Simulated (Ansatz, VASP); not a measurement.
## Ga2GeO2 in VASP and in Ansatz

```
Ga Ge O
1.0
     3.10293    0.00000    0.00000
    -1.55146    2.68722    0.00000
     0.00000    0.00000    8.98790
Ga Ge O
2 1 2
Direct
  0.66667 0.33333 0.25105
  0.33333 0.66667 0.74895
  0.00000 0.00000 0.00000
  0.66667 0.33333 0.66729
  0.33333 0.66667 0.33271
```

Change from the starting cell: species swapped into the YAl2Si2 type (P-3m1, No. 164).

Alike in both runs: functional PBE; k mesh 12 × 12 × 6; occupations gaussian, width 0.1 eV; no spin polarisation.

Ansatz relaxed the structure, and its values are those at the end. VASP's run is a single point on that final structure, the one shown.

|  | VASP | Ansatz |
| --- | --- | --- |
| version | VASP 6.6.1 | Ansatz 0.2.0 |
| potentials or method | VASP PAW PBE potentials, release 64 (Ga_d, Ge_d, O), cutoff 520 eV | scalar-relativistic, plane waves, PAW |
| valence electrons in the cell | 52 | 52 |

Ansatz gave:

| Item | Value |
| --- | --- |
| gap on the k mesh at the Fermi level (eV) | none |
| pressure (GPa) | 0.0 |
| rms of the force components (eV/Å) | 0.000 |

Q: Which values does VASP return?

A: gap on the k mesh at the Fermi level (eV): none; pressure (GPa): 0.4; rms of the force components (eV/Å): 0.020.

A gap of «none» marks a metal or a gap that the smearing closes. With one functional, cell and mesh, what is left measures potentials, basis and numerics.
